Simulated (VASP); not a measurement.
A run of VASP 6.6.1 is set up as follows.

File INCAR:

```
PREC = Accurate
ENCUT = 600
EDIFF = 1E-6
ISMEAR = -1
SIGMA = 0.08
LREAL = False
LASPH = True
NELM = 150
ALGO = Normal
ISIF = 3
LWAVE = False
LCHARG = False
ISPIN = 2
MAGMOM = 1
LORBIT = 11
LMAXMIX = 4
GGA = PS
IBRION = 2
NSW = 60
EDIFFG = -0.005
```

KPOINTS

```
Automatic mesh
0
Gamma
  21 21 21
```

File POSCAR:

```
Ni
1.0
   -1.3746720981      1.3746720981      1.3746720981
    1.3746720981     -1.3746720981      1.3746720981
    1.3746720981      1.3746720981     -1.3746720981
Ni
1
Direct
    0.0000000000      0.0000000000      0.0000000000
```

Potentials or basis: VASP PAW PBE potentials, release 64 (Ni).

Command:

```sh
$ cat potpaw_PBE.64/Ni/POTCAR > POTCAR
$ mpirun -np 1 vasp_std > vasp.out
```

(1) What does it give for the relaxed volume?

(2) Predict the net moment.

(3) Estimate the site moments.

(4) Estimate the space group after relaxing (to 0.1 Å).

Answers

(1) 10.46 Å³/atom.

(2) 0.50 μB per cell.

(3) Ni +0.50 μB.

(4) Im-3m (No. 229).

Caveat: the PAW data sets were made with another functional, which shifts forces and pressure a little.
